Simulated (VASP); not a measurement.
# MoS (Fm-3m) in VASP: further runs, part 2 of 2

VASP 6.6.1. Earlier steps stand in the parts before.

### Step 3. Single point, r2SCAN, collinear spin

This run uses another cell than the first one: it holds 2 atoms, not 4.

Contents of POSCAR:

```
MoS
1.0
    0.0000000000      2.4478204267      2.4478204267
    2.4478204267      0.0000000000      2.4478204267
    2.4478204267      2.4478204267      0.0000000000
Mo S
1 1
Direct
    0.0000000000      0.0000000000      0.0000000000
    0.5000000000      0.5000000000      0.5000000000
```

Contents of INCAR.step1:

```
SYSTEM = MoS
PREC = Accurate ; ENCUT = 520
ISMEAR = 0 ; SIGMA = 0.1
LREAL = .FALSE. ; LASPH = .TRUE.
NELM = 150 ; ISPIN = 2
MAGMOM = 3.5 0 ; LMAXMIX = 4
NBANDS = 21 ; GGA = PE
ALGO = Normal ; EDIFF = 1E-4
LWAVE = .TRUE. ; LCHARG = .FALSE.
```

Contents of INCAR.step2:

```
SYSTEM = MoS
PREC = Accurate ; ENCUT = 520
EDIFF = 1E-7 ; ISMEAR = 0
SIGMA = 0.1 ; LREAL = .FALSE.
LASPH = .TRUE. ; NELM = 150
ALGO = Normal ; ISIF = 2
LWAVE = .FALSE. ; LCHARG = .FALSE.
ISPIN = 2 ; MAGMOM = 3.5 0
LORBIT = 11 ; LMAXMIX = 4
METAGGA = R2SCAN ; LMIXTAU = .TRUE.
NBANDS = 21 ; ISTART = 1
```

Contents of KPOINTS:

```
regular mesh
0
G
  14 14 14
  0 0 0
```

Potentials or basis: VASP PAW PBE potentials, release 64 (Mo_sv, S).

Command:

```
cat potpaw_PBE.64/Mo_sv/POTCAR potpaw_PBE.64/S/POTCAR > POTCAR
cp INCAR.step1 INCAR
mpirun -np 1 vasp_std > vasp.out
cp INCAR.step2 INCAR
mpirun -np 1 vasp_std > vasp.out
```

OUTCAR:

```text
SYSTEM = MoS
   PREC = Accurate
   ENCUT = 520
   EDIFF = 1E-7
   ISMEAR = 0
   LREAL = .FALSE.
   LASPH = .TRUE.
   NELM = 150
   ISIF = 2
   ISPIN = 2
   LORBIT = 11
   METAGGA = R2SCAN
   ISTART = 1

 ion  position               nearest neighbor table
   1  0.000  0.000  0.000-   2 2.45   2 2.45   2 2.45   2 2.45   2 2.45   2 2.45
   2  0.500  0.500  0.500-   1 2.45   1 2.45   1 2.45   1 2.45   1 2.45   1 2.45

  LATTYP: Found a face centered cubic cell.
 ALAT       =     4.8956408534

  Lattice vectors:

 A1 = (   0.0000000000,   2.4478204267,   2.4478204267)
 A2 = (   2.4478204267,   0.0000000000,   2.4478204267)
 A3 = (   2.4478204267,   2.4478204267,   0.0000000000)

Analysis of symmetry for initial positions (statically):
=====================================================================
 Subroutine PRICEL returns:
 Original cell was already a primitive cell.

 Routine SETGRP: Setting up the symmetry group for a
 face centered cubic supercell.

 Subroutine GETGRP returns: Found 48 space group operations
 (whereof 48 operations were pure point group operations)
 out of a pool of 48 trial point group operations.

The static configuration has the point symmetry O_h .

Analysis of symmetry for dynamics (positions and initial velocities):
=====================================================================
 Subroutine PRICEL returns:
 Original cell was already a primitive cell.

 Routine SETGRP: Setting up the symmetry group for a
 face centered cubic supercell.

 Subroutine GETGRP returns: Found 48 space group operations
 (whereof 48 operations were pure point group operations)
 out of a pool of 48 trial point group operations.

The dynamic configuration has the point symmetry O_h .

Analysis of structural, dynamic, and magnetic symmetry:
=====================================================================
 Subroutine PRICEL returns:
 Original cell was already a primitive cell.

 Routine SETGRP: Setting up the symmetry group for a
 face centered cubic supercell.

 Subroutine GETGRP returns: Found 48 space group operations
 (whereof 48 operations were pure point group operations)
 out of a pool of 48 trial point group operations.

The overall configuration has the point symmetry O_h .

 Subroutine INISYM returns: Found 48 space group operations
 (whereof 48 operations are pure point group operations),
 and found     1 'primitive' translations

----------------------------------------------------------------------------------------

                                     Primitive cell

  volume of cell :      29.3338

  direct lattice vectors                    reciprocal lattice vectors
     0.000000000  2.447820427  2.447820427    -0.204263350  0.204263350  0.204263350
     2.447820427  0.000000000  2.447820427     0.204263350 -0.204263350  0.204263350
     2.447820427  2.447820427  0.000000000     0.204263350  0.204263350 -0.204263350

  length of vectors
     3.461740846  3.461740846  3.461740846     0.353794500  0.353794500  0.353794500

  position of ions in fractional coordinates (direct lattice)
     0.000000000  0.000000000  0.000000000
     0.500000000  0.500000000  0.500000000

  ion indices of the primitive-cell ions
   primitive index   ion index
[... 61 lines left out ...]
   ions per type =               1   1
   NGX,Y,Z   is equivalent  to a cutoff of  13.45, 13.45, 13.45 a.u.
   NGXF,Y,Z  is equivalent  to a cutoff of  26.89, 26.89, 26.89 a.u.
 SYSTEM =  MoS
   PREC   = accura    normal or accurate (medium, high low for compatibility)
   ISTART =      1    job   : 0-new  1-cont  2-samecut
   ICHARG =      0    charge: 1-file 2-atom 10-const
   ISPIN  =      2    spin polarized calculation?
   LNONCOLLINEAR =      F non collinear calculations
   LSORBIT =      F    spin-orbit coupling
   LASPH  =      T    aspherical Exc in radial PAW
   ENCUT  =  520.0 eV  38.22 Ry    6.18 a.u.   6.44  6.44  6.44*2*pi/ulx,y,z
   NELM   =    150;   NELMIN=  2; NELMDL=  0     # of ELM steps
   EDIFF  = 0.1E-06   stopping-criterion for ELM
   LREAL  =      F    real-space projection
   EDIFFG = 0.1E-05   stopping-criterion for IOM
   NSW    =      0    number of steps for IOM
   IBRION =     -1    ionic relax: 0-MD 1-quasi-New 2-CG
   NFREE  =      0    steps in history (QN), initial steepest desc. (CG)
   ISIF   =      2    stress and relaxation
   ISYM   =      2    0-nonsym 1-usesym 2-fastsym
   POTIM  = 0.5000    time-step for ionic-motion
   TEBEG  =    0.0;   TEEND  =   0.0 temperature during run
   PSTRESS=    0.0 pullay stress
   NELECT =      20.0000    total number of electrons
   NUPDOWN=      -1.0000    fix difference up-down
   EMIN   =  10.00;   EMAX   =-10.00  energy-range for DOS
   EFERMI =   0.00;   METHOD = LEGACY
   ISMEAR =     0;   SIGMA  =   0.10  broadening in eV -4-tet -1-fermi 0-gaus
   EFERMI_NEDOS =   21; number of points for ismear=-14 and -15
   IALGO  =     38    algorithm
   IMIX   =      4    mixing-type and parameters
     AMIX     =   0.40;   BMIX     =  1.00
     AMIX_MAG =   1.60;   BMIX_MAG =  1.00
  volume/ion in A,a.u.               =      14.67        98.98
  Fermi-wavevector in a.u.,A,eV,Ry     =   1.440883  2.722873 28.247638  2.076143
  Thomas-Fermi vector in A             =   2.559577
   LORBIT       =     11    0 simple, 1 ext, 2 COOP (PROOUT), +10 PAW based schemes
   METAGGA = R2SCAN    functional components
   LHFCALC =     F    Hartree Fock is set to
   AEXX    =    0.0000 exact exchange contribution
   IVDW    =     0    specifies the selected vdW correction
   LEPSILON=     F    determine dielectric tensor
   LRPA    =     F    only Hartree local field effects (RPA)
 spin polarized calculation
 Gauss-broadening in eV      SIGMA  =   0.10
  energy-cutoff  :      520.00
  volume of cell :       29.33
 maximum number of plane-waves:       808
 NGX is ok and might be reduce to    28

 number of electron      19.9999999 magnetization      -0.0001418

 number of electron      19.9999999 magnetization       0.0000809

 Free energy of the ion-electron system (eV)
  ---------------------------------------------------
  ext. energy  EPLUGINS =         0.00000000
  ---------------------------------------------------
  free energy    TOTEN  =       -33.73910100 eV

  energy without entropy =      -33.72630098  energy(sigma->0) =      -33.73270099

 E-fermi :  12.1863     XC(G=0): -13.3039

 val. band max:       12.1778515188   @ k =  -0.2143   0.2857   0.0714
 cond. band min:      12.1871072128   @ k =   0.5000   0.2857   0.1429
 fundamental gap:      0.0092556940
 Fermi energy:        12.1862929170

 spin component 1

 k-point     1 :       0.0000    0.0000    0.0000
  band No.  band energies     occupation
      1     -51.2524      1.00000
      2     -24.6153      1.00000
      3     -24.6153      1.00000
      4     -24.6153      1.00000
      5      -5.2404      1.00000
      6       8.8761      1.00000
[... 565 lines left out ...]
     20      29.0823      0.00000
     21      32.9028      0.00000

 [... further k-points ...]

 spin component 2

 k-point     1 :       0.0000    0.0000    0.0000
  band No.  band energies     occupation
      1     -51.2524      1.00000
      2     -24.6152      1.00000
      3     -24.6152      1.00000
      4     -24.6152      1.00000
      5      -5.2405      1.00000
      6       8.8761      1.00000
[... 565 lines left out ...]
     20      29.0823      0.00000
     21      32.9029      0.00000

 [... further k-points ...]
[... 5 lines left out ...]
  --------------------------------------------------------------------------------------
  -------------------------------------------------------------------------------------
  Total        1.1529590      1.1529590      1.1529590      0.0000000      0.0000000      0.0000000
  in kB       62.9732048     62.9732048     62.9732048      0.0000000      0.0000000      0.0000000
  external PRESSURE =      62.9732048 kB  Pullay stress =       0.0000000 kB

 VOLUME and BASIS-vectors are now :
 -----------------------------------------------------------------------------
  energy-cutoff  :      520.00
  volume of cell :       29.33
      direct lattice vectors                 reciprocal lattice vectors
     0.000000000  2.447820427  2.447820427    -0.204263350  0.204263350  0.204263350
     2.447820427  0.000000000  2.447820427     0.204263350 -0.204263350  0.204263350
     2.447820427  2.447820427  0.000000000     0.204263350  0.204263350 -0.204263350

 POSITION                                       TOTAL-FORCE (eV/Angst)
 -----------------------------------------------------------------------------------
      0.00000      0.00000      0.00000         0.000000      0.000000     -0.000000
      2.44782      2.44782      2.44782         0.000000     -0.000000      0.000000
 -----------------------------------------------------------------------------------
    total drift:                               -0.000000      0.000000      0.000000

  FREE ENERGIE OF THE ION-ELECTRON SYSTEM (eV)
  ---------------------------------------------------
  free  energy   TOTEN  =       -33.7391009964 eV

  energy  without entropy=      -33.7263009786  energy(sigma->0) =      -33.73270099

 total charge

# of ion       s       p       d       tot
------------------------------------------
    1        2.213   6.132   4.105  12.451
    2        1.301   2.462   0.000   3.762
--------------------------------------------------
tot          3.514   8.594   4.105  16.213

 magnetization (x)

# of ion       s       p       d       tot
------------------------------------------
    1        0.000   0.000   0.000   0.000
    2       -0.000  -0.000   0.000  -0.000
--------------------------------------------------
tot         -0.000  -0.000   0.000   0.000
```

Wall time 17 min (1 thread of Intel Xeon 8259CL, shared host); peak memory 0.26 GiB.

What came out:

* Free energy: -33.7391 eV
* Pressure: 6.3 GPa
* Band gap on the k mesh: zero (filled and empty bands overlap)
* Net moment: 0.00 μB per cell
* Valence electrons inside the program's atomic spheres: Mo 12.45; S 3.76

Levels at points of the mesh, in eV from the Fermi level:
Spin up:
| k point | band 8 | band 9 | band 10 | band 11 | band 12 | band 13 |
| --- | --- | --- | --- | --- | --- | --- |
| (0.00, 0.00, 0.00) | -3.31 | -2.65 | -2.65 | -2.65 | -2.17 | -2.17 |
| (0.50, 0.00, 0.00) | -6.98 | 0.02 | 0.02 | 0.87 | 2.88 | 5.54 |
| (0.50, 0.50, 0.00) | -4.74 | -4.63 | -1.03 | 0.79 | 0.79 | 2.09 |
Spin down:
```tsv
k point	band 8	band 9	band 10	band 11	band 12	band 13
(0.00, 0.00, 0.00)	-3.31	-2.65	-2.65	-2.65	-2.17	-2.17
(0.50, 0.00, 0.00)	-6.98	0.02	0.02	0.87	2.88	5.54
(0.50, 0.50, 0.00)	-4.74	-4.63	-1.03	0.79	0.79	2.09
```

Caveat: the cell stands under pressure; the PAW data sets were made with another functional, which shifts forces and pressure a little.
